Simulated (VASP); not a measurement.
WS2: single point with PBEsol

System: WS2, a slab with vacuum.

```
W S
1.0
     3.18352    0.00000    0.00000
    -1.59176    2.75701    0.00000
     0.00000    0.00000   16.95058
W S
1 2
Direct
  0.00000 0.00000 0.00000
  0.33333 0.66667 0.09200
  0.33333 0.66667 0.90800
```

| Property | Result |
| --- | --- |
| Program | VASP 6.6.1 |
| Task | single point |
| Functional | PBEsol |
| Potentials or basis | VASP PAW PBE potentials, release 64 (W_sv, S) |
| Cutoff | 500 eV |
| k mesh | 8 × 8 × 2 |
| Occupations | fermi-dirac, width 0.05 eV |
| Spin | no spin polarisation |

- Largest force: 0.103 eV/Å
- Band gap on the k mesh: 2.07 eV (least direct gap 2.25 eV)

Forces in eV/Å, atoms in the order of the input:
```
W    0.000  0.000  0.000
S    0.000  0.000 -0.103
S    0.000  0.000  0.103
```

Levels at points of the mesh, in eV from the valence-band top:
```
           k point  band 10  band 11  band 12  band 13  band 14  band 15  band 16  band 17
(0.00, 0.00, 0.00)    -2.06    -1.64    -1.64     0.00     2.90     2.90     3.10     3.10
(0.50, 0.00, 0.00)    -3.43    -2.08    -1.27    -0.92     2.84     3.31     4.06     4.79
(0.00, 0.00, 0.50)    -2.06    -1.64    -1.64     0.00     2.90     2.90     3.10     3.10
(0.50, 0.00, 0.50)    -3.43    -2.08    -1.27    -0.92     2.84     3.31     4.06     4.79
```

It took 73 s on 1 thread of Intel(R) Xeon(R) Platinum 8488C (Sapphire Rapids) (shared host), peak memory 0.26 GiB.

Caveat: the PAW data sets were made with another functional, which shifts forces and pressure a little; spin-orbit coupling is left out, which moves the levels of the heavy elements.
